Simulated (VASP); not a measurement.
# Sb (P6/mmm) in VASP: further runs

Runs on Sb. Level: PBEsol. Tasks: single point, relaxation of cell and atoms.

Everything below comes from runs of VASP 6.6.1. Logs are shortened: lines on timing, memory, paths and dates and some standing lists are left out, and cuts for length are marked.

## Step 1: The cell of the first run

It takes space group P6/mmm (No. 191, hexagonal). The conventional cell has a = 5.552 Å, b = 5.552 Å, c = 3.313 Å, α = 90.00°, β = 90.00°, γ = 120.00°. Within 4.4 Å of Sb (site symmetry 6/mmm) lie 14 Sb at 3.31 to 3.61 Å. Within 4.2 Å of Sb (site symmetry -6m2) lie 11 Sb at 3.21 to 3.61 Å.

## Step 2: Single point, PBEsol (volume scaled by 1.12)

File INCAR:

```
PREC     = Accurate       # precision mode
ENCUT    = 520            # plane-wave cutoff, eV
EDIFF    = 1E-6           # SCF threshold, eV
ISMEAR   = -1             # smearing method
SIGMA    = 0.1            # smearing width, eV
LREAL    = F              # projectors in reciprocal space
LASPH    = T              # aspherical terms in the spheres
NELM     = 80             # most SCF steps
ALGO     = Normal         # electronic algorithm
ISIF     = 2              # what is computed and relaxed
LWAVE    = F              # write WAVECAR
LCHARG   = F              # write CHGCAR
GGA      = PS             # functional
NBANDS   = 14             # bands
```

File KPOINTS:

```
regular mesh
0
Gamma
  8 8 11
```

File POSCAR:

```
Sb
1.0
    5.5515573207      0.0000000000      0.0000000000
   -2.7757786603      4.8077896703      0.0000000000
    0.0000000000      0.0000000000      3.3134671019
Sb
3
Direct
    1.0000000000      0.0000000000      0.0000000000
    0.3333333333      0.6666666667      0.5000000000
    0.6666666667      0.3333333333      0.5000000000
```

Potentials or basis: VASP PAW PBE potentials, release 64 (Sb).

The run is started by

```bash
$ cat potpaw_PBE.64/Sb/POTCAR > POTCAR
$ mpirun -np 1 vasp_std > vasp.out
```

OUTCAR:

```text
PREC = Accurate
   ENCUT = 520
   EDIFF = 1E-6
   ISMEAR = -1
   LREAL = F
   LASPH = T
   NELM = 80
   ISIF = 2
   GGA = PS

 ion  position               nearest neighbor table
   1  0.000  0.000  0.000-   2 3.61   3 3.61   2 3.61   3 3.61   2 3.61   2 3.61   3 3.61   3 3.61
                             3 3.61   3 3.61   2 3.61   2 3.61
   2  0.333  0.667  0.500-   3 3.21   3 3.21   3 3.21   1 3.61   1 3.61   1 3.61   1 3.61   1 3.61
                             1 3.61
   3  0.667  0.333  0.500-   2 3.21   2 3.21   2 3.21   1 3.61   1 3.61   1 3.61   1 3.61   1 3.61
                             1 3.61

  LATTYP: Found a hexagonal cell.
 ALAT       =     5.5515573207
 C/A-ratio  =     0.5968536233

  Lattice vectors:

 A1 = (   5.5515573207,   0.0000000000,   0.0000000000)
 A2 = (  -2.7757786603,   4.8077896703,   0.0000000000)
 A3 = (   0.0000000000,   0.0000000000,   3.3134671019)

Analysis of symmetry for initial positions (statically):
=====================================================================
 Subroutine PRICEL returns:
 Original cell was already a primitive cell.

 Routine SETGRP: Setting up the symmetry group for a
 hexagonal supercell.

 Subroutine GETGRP returns: Found 24 space group operations
 (whereof 24 operations were pure point group operations)
 out of a pool of 24 trial point group operations.

The static configuration has the point symmetry D_6h.

Analysis of symmetry for dynamics (positions and initial velocities):
=====================================================================
 Subroutine PRICEL returns:
 Original cell was already a primitive cell.

 Routine SETGRP: Setting up the symmetry group for a
 hexagonal supercell.

 Subroutine GETGRP returns: Found 24 space group operations
 (whereof 24 operations were pure point group operations)
 out of a pool of 24 trial point group operations.

The dynamic configuration has the point symmetry D_6h.

 Subroutine INISYM returns: Found 24 space group operations
 (whereof 24 operations are pure point group operations),
 and found     1 'primitive' translations

----------------------------------------------------------------------------------------

                                     Primitive cell

  volume of cell :      88.4388

  direct lattice vectors                    reciprocal lattice vectors
     5.551557321  0.000000000  0.000000000     0.180129636  0.103997894  0.000000000
    -2.775778660  4.807789670  0.000000000     0.000000000  0.207995788  0.000000000
     0.000000000  0.000000000  3.313467102     0.000000000  0.000000000  0.301798681

  length of vectors
     5.551557321  5.551557321  3.313467102     0.207995788  0.207995788  0.301798681

  position of ions in fractional coordinates (direct lattice)
     0.000000000  0.000000000  0.000000000
     0.333333333  0.666666667  0.500000000
     0.666666667  0.333333333  0.500000000

  ion indices of the primitive-cell ions
   primitive index   ion index
                 1           1
                 2           2
                 3           3

----------------------------------------------------------------------------------------

 KPOINTS: regular mesh

Automatic generation of k-mesh.
 Grid dimensions read from file:
 generate k-points for:    8    8   11

 Generating k-lattice:

  Cartesian coordinates                     Fractional coordinates (reciprocal lattice)
     0.022516205  0.012999737  0.000000000     0.125000000  0.000000000  0.000000000
     0.000000000  0.025999473  0.000000000     0.000000000  0.125000000  0.000000000
     0.000000000  0.000000000  0.027436244     0.000000000  0.000000000  0.090909091

  Length of vectors
     0.025999473  0.025999473  0.027436244

  Shift w.r.t. Gamma in fractional coordinates (k-lattice)
     0.000000000  0.000000000  0.000000000

 Subroutine IBZKPT returns following result:
 ===========================================

 Found     60 irreducible k-points:

 Following reciprocal coordinates:
            Coordinates               Weight
  0.000000  0.000000  0.000000      1.000000
  0.125000  0.000000  0.000000      6.000000
  0.250000  0.000000  0.000000      6.000000
  0.375000  0.000000  0.000000      6.000000
  0.500000  0.000000  0.000000      3.000000
  0.125000  0.125000  0.000000      6.000000
[... 16 lines left out ...]
  0.250000  0.000000  0.181818     12.000000
  0.375000  0.000000  0.181818     12.000000
 [... further k-points ...]
   k-points           NKPTS =     60   k-points in BZ     NKDIM =     60   number of bands    NBANDS=     14
   number of dos      NEDOS =    301   number of ions     NIONS =      3
   total plane-waves  NPLWV =  49392
   dimension x,y,z NGX =    42 NGY =   42 NGZ =   28
   dimension x,y,z NGXF=    84 NGYF=   84 NGZF=   56
   ions per type =               3
   NGX,Y,Z   is equivalent  to a cutoff of  12.58, 12.58, 14.05 a.u.
   NGXF,Y,Z  is equivalent  to a cutoff of  25.15, 25.15, 28.10 a.u.
 SYSTEM =  unknown system
   PREC   = accura    normal or accurate (medium, high low for compatibility)
   ISTART =      0    job   : 0-new  1-cont  2-samecut
   ICHARG =      2    charge: 1-file 2-atom 10-const
   ISPIN  =      1    spin polarized calculation?
   LNONCOLLINEAR =      F non collinear calculations
   LSORBIT =      F    spin-orbit coupling
   LASPH  =      T    aspherical Exc in radial PAW
   ENCUT  =  520.0 eV  38.22 Ry    6.18 a.u.  10.32 10.32  6.16*2*pi/ulx,y,z
   NELM   =     80;   NELMIN=  2; NELMDL= -5     # of ELM steps
   EDIFF  = 0.1E-05   stopping-criterion for ELM
   LREAL  =      F    real-space projection
   EDIFFG = 0.1E-04   stopping-criterion for IOM
   NSW    =      0    number of steps for IOM
   IBRION =     -1    ionic relax: 0-MD 1-quasi-New 2-CG
   NFREE  =      0    steps in history (QN), initial steepest desc. (CG)
   ISIF   =      2    stress and relaxation
   ISYM   =      2    0-nonsym 1-usesym 2-fastsym
   POTIM  = 0.5000    time-step for ionic-motion
   TEBEG  =    0.0;   TEEND  =   0.0 temperature during run
   PSTRESS=    0.0 pullay stress
   NELECT =      15.0000    total number of electrons
   NUPDOWN=      -1.0000    fix difference up-down
   EMIN   =  10.00;   EMAX   =-10.00  energy-range for DOS
   EFERMI =   0.00;   METHOD = LEGACY
   ISMEAR =    -1;   SIGMA  =   0.10  broadening in eV -4-tet -1-fermi 0-gaus
   EFERMI_NEDOS =   21; number of points for ismear=-14 and -15
   IALGO  =     38    algorithm
   IMIX   =      4    mixing-type and parameters
     AMIX     =   0.40;   BMIX     =  1.00
     AMIX_MAG =   1.60;   BMIX_MAG =  1.00
  volume/ion in A,a.u.               =      29.48       198.94
  Fermi-wavevector in a.u.,A,eV,Ry     =   0.906200  1.712471 11.173094  0.821199
  Thomas-Fermi vector in A             =   2.029860
   LORBIT       =      0    0 simple, 1 ext, 2 COOP (PROOUT), +10 PAW based schemes
   GGA     = PS    functional components
   LHFCALC =     F    Hartree Fock is set to
   AEXX    =    0.0000 exact exchange contribution
   IVDW    =     0    specifies the selected vdW correction
   LEPSILON=     F    determine dielectric tensor
   LRPA    =     F    only Hartree local field effects (RPA)
 non-spin polarized calculation
  energy-cutoff  :      520.00
  volume of cell :       88.44
 maximum number of plane-waves:      2418
 NGX is ok and might be reduce to    42
   NGX = 21   NGY = 21   NGZ = 13

 number of electron      15.0000000 magnetization

 Free energy of the ion-electron system (eV)
  ---------------------------------------------------
  ext. energy  EPLUGINS =         0.00000000
  ---------------------------------------------------
  free energy    TOTEN  =       -12.93234215 eV

  energy without entropy =      -12.86533631  energy(sigma->0) =      -12.89883923

 E-fermi :   7.1324     XC(G=0):  -9.9364

 val. band max:        7.1291532067   @ k =   0.1250   0.1250   0.2727
 cond. band min:       7.1719495584   @ k =   0.3750   0.0000   0.2727
 fundamental gap:      0.0427963518
 Fermi energy:         7.1324390775

 k-point     1 :       0.0000    0.0000    0.0000
  band No.  band energies     occupation
      1      -5.0554      2.00000
      2      -1.0567      2.00000
      3      -0.8470      2.00000
      4       3.5848      2.00000
      5       3.5848      2.00000
      6       3.8576      2.00000
      7       3.8576      2.00000
      8       8.6904      0.00000
      9      11.9125      0.00000
     10      11.9125      0.00000
     11      12.2502      0.00000
     12      12.2624      0.00000
     13      12.6350      0.00000
     14      17.2269      0.00000

 k-point     2 :       0.1250    0.0000    0.0000
  band No.  band energies     occupation
      1      -4.9576      2.00000
      2      -1.2450      2.00000
      3      -1.0588      2.00000
      4       2.9830      2.00000
      5       3.3336      2.00000
      6       4.6486      2.00000
      7       4.8883      2.00000
      8       8.7903      0.00000
      9      11.1307      0.00000
     10      11.6552      0.00000
     11      12.0842      0.00000
     12      12.1387      0.00000
     13      12.7309      0.00000
     14      16.6191      0.00000

 k-point     3 :       0.2500    0.0000    0.0000
  band No.  band energies     occupation
      1      -4.6658      2.00000
      2      -1.8927      2.00000
      3      -1.3611      2.00000
      4       2.4621      2.00000
      5       3.8050      2.00000
      6       5.7315      2.00000
      7       6.4703      1.99734
      8       9.0851      0.00000
      9       9.5350      0.00000
     10      10.8687      0.00000
     11      11.5789      0.00000
     12      11.9139      0.00000
     13      13.0103      0.00000
     14      15.4566      0.00000
[... 324 lines left out ...]
 k-point    23 :       0.2500    0.0000    0.1818
  band No.  band energies     occupation
      1      -4.2417      2.00000
      2      -1.5263      2.00000
      3      -1.0115      2.00000
      4       2.8946      2.00000
      5       4.1026      2.00000
      6       6.0638      1.99995
      7       6.0859      1.99994
      8       7.0793      1.25940
      9       8.4344      0.00000
     10       9.1481      0.00000
     11      10.1696      0.00000
     12      10.5832      0.00000
     13      14.0581      0.00000
     14      14.6265      0.00000

 k-point    24 :       0.3750    0.0000    0.1818
  band No.  band energies     occupation
      1      -3.7677      2.00000
      2      -2.3371      2.00000
      3      -1.2070      2.00000
      4       2.5838      2.00000
      5       4.9649      2.00000
      6       6.7183      1.96870
      7       7.2305      0.54560
      8       7.2351      0.52750
      9       8.5851      0.00000
     10       8.9433      0.00000
     11       9.1679      0.00000
     12       9.7197      0.00000
     13      13.4297      0.00000
     14      14.5836      0.00000

 [... further k-points ...]
[... 5 lines left out ...]
  --------------------------------------------------------------------------------------
  -------------------------------------------------------------------------------------
  Total       -3.1057380     -3.1057380     -3.8341918     -0.0000000     -0.0000000      0.0000000
  in kB      -56.2642395    -56.2642395    -69.4610691     -0.0000000     -0.0000000      0.0000000
  external PRESSURE =     -60.6631827 kB  Pullay stress =       0.0000000 kB

 VOLUME and BASIS-vectors are now :
 -----------------------------------------------------------------------------
  energy-cutoff  :      520.00
  volume of cell :       88.44
      direct lattice vectors                 reciprocal lattice vectors
     5.551557321  0.000000000  0.000000000     0.180129636  0.103997894  0.000000000
    -2.775778660  4.807789670  0.000000000     0.000000000  0.207995788  0.000000000
     0.000000000  0.000000000  3.313467102     0.000000000  0.000000000  0.301798681

 POSITION                                       TOTAL-FORCE (eV/Angst)
 -----------------------------------------------------------------------------------
      0.00000      0.00000      0.00000         0.000000      0.000000     -0.000000
     -0.00000      3.20519      1.65673         0.000000      0.000000     -0.000000
      2.77578      1.60260      1.65673        -0.000000     -0.000000      0.000000
 -----------------------------------------------------------------------------------
    total drift:                               -0.000000      0.000000     -0.000000

  FREE ENERGIE OF THE ION-ELECTRON SYSTEM (eV)
  ---------------------------------------------------
  free  energy   TOTEN  =       -12.9323421496 eV

  energy  without entropy=      -12.8653363127  energy(sigma->0) =      -12.89883923
```

Run time: 82 s. Hardware: 1 thread of Intel Xeon 8259CL, shared host; peak memory 0.24 GiB.

What came out:

| Quantity | Value |
| --- | --- |
| Free energy | -12.9323 eV |
| Pressure | -6.1 GPa |

Stress tensor (GPa, compression positive):
```
-5.63  0.00  0.00
 0.00 -5.63  0.00
 0.00  0.00 -6.95
```

Caveat: the cell differs from its parent crystal (volume scaled by 1.12); the PAW data sets were made with another functional, which shifts forces and pressure a little; spin-orbit coupling is left out, which moves the levels of the heavy elements.

## Step 3: Single point, PBEsol

This run uses another cell than the first one, of 26.32 Å³/atom, 0.893 times its volume.

File INCAR:

```
PREC = Accurate
ENCUT = 520
EDIFF = 1E-7
ISMEAR = -1
SIGMA = 0.1
LREAL = F
LASPH = T
NELM = 80
ALGO = Normal
ISIF = 2
LWAVE = F
LCHARG = F
GGA = PS
NBANDS = 14
```

File KPOINTS:

```
Automatic mesh
0
Gamma
  9 9 13
```

File POSCAR:

```
Sb
1.0
    5.3457521682      0.0000000000      0.0000000000
   -2.6728760841      4.6295571800      0.0000000000
    0.0000000000      0.0000000000      3.1906315510
Sb
3
Direct
    1.0000000000      0.0000000000      0.0000000000
    0.3333333333      0.6666666667      0.5000000000
    0.6666666667      0.3333333333      0.5000000000
```

Potentials or basis: VASP PAW PBE potentials, release 64 (Sb).

The run is started by

```bash
$ cat potpaw_PBE.64/Sb/POTCAR > POTCAR
$ mpirun -np 1 vasp_std > vasp.out
```

It took 82 s on 1 thread of Intel Xeon 8259CL, shared host; peak memory 0.23 GiB.

The run converged. Its results:

```yaml
Free_energy: -13.1315 eV
Pressure: -0.2 GPa
```

Stress tensor (GPa, compression positive):
```
-0.36  0.00  0.00
 0.00 -0.36  0.00
 0.00  0.00  0.10
```

Levels at points of the mesh, in eV from the Fermi level:
| k point | band 6 | band 7 | band 8 | band 9 | band 10 | band 11 |
| --- | --- | --- | --- | --- | --- | --- |
| (0.00, 0.00, 0.00) | -3.84 | -3.84 | 1.66 | 5.56 | 5.56 | 5.58 |

Caveat: the PAW data sets were made with another functional, which shifts forces and pressure a little; spin-orbit coupling is left out, which moves the levels of the heavy elements.

[end of part 1 of 2]
